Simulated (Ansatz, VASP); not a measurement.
**One calculation of Se, two programs**

The input INCAR:

```
SYSTEM = Se
  PREC = Accurate
  ENCUT = 520
  EDIFF = 1E-6
  ISMEAR = 0
  SIGMA = 0.1
  LREAL = .FALSE.
  LASPH = .TRUE.
  NELM = 100
  ALGO = Normal
  ISIF = 2
  LWAVE = .FALSE.
  LCHARG = .TRUE.
  GGA = PE
  LELF = .TRUE.
  LVHAR = .TRUE.
  NBANDS = 9
```

Contents of KPOINTS:

```
regular mesh
0
G
  14 14 14
  0 0 0
```

Contents of POSCAR:

```
Se
1.0
    2.7924067829      0.0000000000      0.0000000000
    0.0000000000      2.7502483376      0.0000000000
    0.0000000000      0.0000000000      2.7502483376
Se
1
Direct
    0.0000000000      0.0000000000      0.0000000000
```

Input for Ansatz:

```yaml
crystal:
  lattice:
    - [2.7924067829, 0.0, 0.0]
    - [0.0, 2.7502483376, 0.0]
    - [0.0, 0.0, 2.7502483376]
  atoms:
    - { symbol: Se, position: [0.0, 0.0, 0.0] }
basis:
  ecutwfc: 420
kpoints:
  mp_grid: { grid: [14, 14, 14] }
hamiltonian:
  xc: pbe
scf:
  occupations: { method: gaussian, width: 0.1 }
output:
  forces: true
  stress: true
  eigenvalues: true
```

Alike in both runs: task single point; functional PBE; k mesh 14 × 14 × 14; occupations gaussian, width 0.1 eV; no spin polarisation.

```csv
,VASP,Ansatz
version,VASP 6.6.1,Ansatz 0.2.0
potentials or method,"VASP PAW PBE potentials, release 64 (Se), cutoff 520 eV","scalar-relativistic, plane waves, PAW"
valence electrons in the cell,6,16
```

|  | VASP | Ansatz | Ansatz less VASP |
| --- | --- | --- | --- |
| gap on the k mesh at the Fermi level (eV) | none | none | - |
| pressure (GPa) | 5.9 | 5.9 | -0.05 |
| traceless stress, the component that is largest in VASP (GPa) | -1.42 | -1.42 | +0.003 |

A gap of «none» marks a metal or a gap that the smearing closes. VASP's potentials hold 6 valence electrons a cell and Ansatz's 16, so a difference there can come from the potentials and not from the codes.
